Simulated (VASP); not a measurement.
Here is a VASP 6.6.1 calculation.

The input INCAR:

```
SYSTEM = AlNi3
  ALGO = Fast
  EDIFF = 1E-6
  ENCUT = 520
  GGA = PS
  ISIF = 2
  ISMEAR = 0
  LASPH = .True.
  LCHARG = .False.
  LREAL = .False.
  LWAVE = .False.
  NBANDS = 43
  NELM = 60
  PREC = Accurate
  SIGMA = 0.15
```

File KPOINTS:

```
k-points
0
Gamma
  8 8 6
  0 0 0
```

Contents of POSCAR:

```
AlNi3
1.0
    0.0000000000     -2.7984078614     -2.7984078614
    0.0000000000      2.7984078614     -2.7984078614
    5.5968157228      0.0000000000      0.0000000000
Al Ni
2 6
Direct
    0.5001200139      0.4730900357      0.0000120607
   -0.0001315498      0.0269243857      0.4999819306
    0.0001358980      0.5269696542      0.7494717113
    0.4998486198     -0.0269676665      0.2495323062
   -0.0000408920      0.0227962734     -0.0000019650
    0.5000610187      0.4771910144      0.5000016433
    0.0000608059      0.5269289589      0.2505180202
    0.4999460856     -0.0269326558      0.7504842929
```

Potentials or basis: VASP PAW PBE potentials, release 64 (Al, Ni).

Command:

```bash
$ cat potpaw_PBE.64/Al/POTCAR potpaw_PBE.64/Ni/POTCAR > POTCAR
$ mpirun -np 1 vasp_std > vasp.out
```

Question: What does it give for the band gap on the k mesh?

Answer: Zero (band 33 reaches 11.88 eV, above the bottom of band 34 at 9.48 eV).

Question: What does it give for the largest force?

Answer: 0.011 eV/Å.

Stress tensor (GPa, compression positive):
```
-1.01  0.00  0.00
 0.00  0.90 -0.96
 0.00 -0.96  0.90
```

Caveat: the PAW data sets were made with another functional, which shifts forces and pressure a little. Spin polarisation is off, so any magnetic state and its effect on volume and gap are missing.
